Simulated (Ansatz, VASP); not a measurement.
Two plane-wave programs on SnO2

```xyz
12
Lattice="4.6890 0.0000 0.0000 0.0000 5.6733 0.0000 0.0000 0.0000 5.1880" Properties=species:S:1:pos:R:3 pbc="T T T"
Sn    2.3445    3.7904    3.8910
Sn    0.0000    4.7196    1.2970
Sn    2.3445    1.8830    1.2970
Sn    0.0000    0.9537    3.8910
O     3.4312    3.4261    0.4004
O     1.0867    5.0839    4.7876
O     3.6023    5.0839    2.9944
O     1.2578    3.4261    2.1936
O     3.4312    2.2473    2.9944
O     1.0867    0.5894    2.1936
O     3.6023    0.5894    0.4004
O     1.2578    2.2473    4.7876
```

Alike in both runs: task single point; functional LDA; k mesh 6 × 6 × 6; occupations gaussian, width 0.02 eV; no spin polarisation.

|  | VASP | Ansatz |
| --- | --- | --- |
| version | VASP 6.6.1 | Ansatz 0.2.0 |
| potentials or method | VASP PAW LDA potentials, release 64 (Sn_d, O), cutoff 520 eV | scalar-relativistic, plane waves, PAW |
| valence electrons in the cell | 104 | 104 |

Ansatz gave:

* gap on the k mesh at the Fermi level (eV): 1.61
* least direct gap on the mesh (eV): 1.61
* pressure (GPa): 2.0
* traceless stress, the component that is largest in VASP (GPa): -0.01
* rms of the force components (eV/Å): 0.001

Q: Estimate VASP's values.

A: gap on the k mesh at the Fermi level (eV): 1.64; least direct gap on the mesh (eV): 1.64; pressure (GPa): 3.1; traceless stress, the component that is largest in VASP (GPa): 0.12; rms of the force components (eV/Å): 0.010.

LDA's correlation is that of Perdew and Zunger in VASP and of Perdew and Wang (1992) in Ansatz. Atom by atom the forces differ by 0.011 eV/Å (rms over components).
